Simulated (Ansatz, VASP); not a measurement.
Two plane-wave programs on Nb2PdSe5

INCAR

```
PREC = Accurate
ENCUT = 600
EDIFF = 1E-6
ISMEAR = 0
SIGMA = 0.15
LREAL = F
LASPH = T
NELM = 100
ALGO = Normal
ISIF = 3
LWAVE = F
LCHARG = F
GGA = PE
IBRION = 2
NSW = 36
EDIFFG = -0.08
```

Contents of KPOINTS:

```
regular mesh
0
Gamma
  3 3 3
```

Contents of POSCAR:

```
Nb2PdSe5
1.0
   -2.4981477000      4.2162139400      4.4972122700
    2.4981477000     -4.2162139400      4.4972122700
    2.4981477000      4.2162139400     -4.4972122700
Nb Pd Se
2 1 5
Direct
    0.0000000000      0.0000000000      0.0000000000
    0.5000000000      0.0000000000      0.5000000000
    0.5000000000      0.5000000000      0.0000000000
    0.5967029600      0.7670528200      0.8296501400
    0.0625973200      0.2329471800      0.8296501400
    0.4032970400      0.2329471800      0.1703498600
    0.9374026800      0.7670528200      0.1703498600
    0.0000000000      0.5000000000      0.5000000000
```

Input for Ansatz:

```yaml
crystal:
  lattice:
    - [-2.4981477, 4.21621394, 4.49721227]
    - [2.4981477, -4.21621394, 4.49721227]
    - [2.4981477, 4.21621394, -4.49721227]
  atoms:
    - { symbol: Nb, position: [0.0, 0.0, 0.0] }
    - { symbol: Nb, position: [0.5, 0.0, 0.5] }
    - { symbol: Pd, position: [0.5, 0.5, 0.0] }
    - { symbol: Se, position: [0.59670296, 0.76705282, 0.82965014] }
    - { symbol: Se, position: [0.06259732, 0.23294718, 0.82965014] }
    - { symbol: Se, position: [0.40329704, 0.23294718, 0.17034986] }
    - { symbol: Se, position: [0.93740268, 0.76705282, 0.17034986] }
    - { symbol: Se, position: [0.0, 0.5, 0.5] }
basis:
  ecutwfc: 420
kpoints:
  mp_grid: { grid: [3, 3, 3] }
hamiltonian:
  xc: pbe
scf:
  occupations: { method: gaussian, width: 0.15 }
  lower_state_search: "off"
output:
  forces: true
  stress: true
  eigenvalues: true
relax:
  adjacent_minimum: "off"
  f_tol: 0.08
  max_steps: 16
  cell: { stress_tol: 0.8 }
```

Alike in both runs: task relaxation of cell and atoms; functional PBE; k mesh 3 × 3 × 3; occupations gaussian, width 0.15 eV; no spin polarisation.

|  | VASP | Ansatz |
| --- | --- | --- |
| version | VASP 6.6.1 | Ansatz 0.2.0 |
| potentials or method | VASP PAW PBE potentials, release 64 (Nb_sv, Pd, Se), cutoff 600 eV | scalar-relativistic, plane waves, PAW |
| valence electrons in the cell | 66 | 124 |

```tsv
	VASP	Ansatz	Ansatz less VASP
gap on the k mesh at the Fermi level, each at its own relaxed structure (eV)	none	none	-
relaxed volume (Å³/atom)	22.80	22.26	-0.538
relaxed length of the cell vector where the two differ most in proportion (Å)	6.847	6.731	-0.1158
```

A gap of «none» marks a metal or a gap that the smearing closes. VASP's potentials hold 66 valence electrons a cell and Ansatz's 124, so a difference there can come from the potentials and not from the codes.

The k mesh is coarse, so the values compare programs but aren't converged.
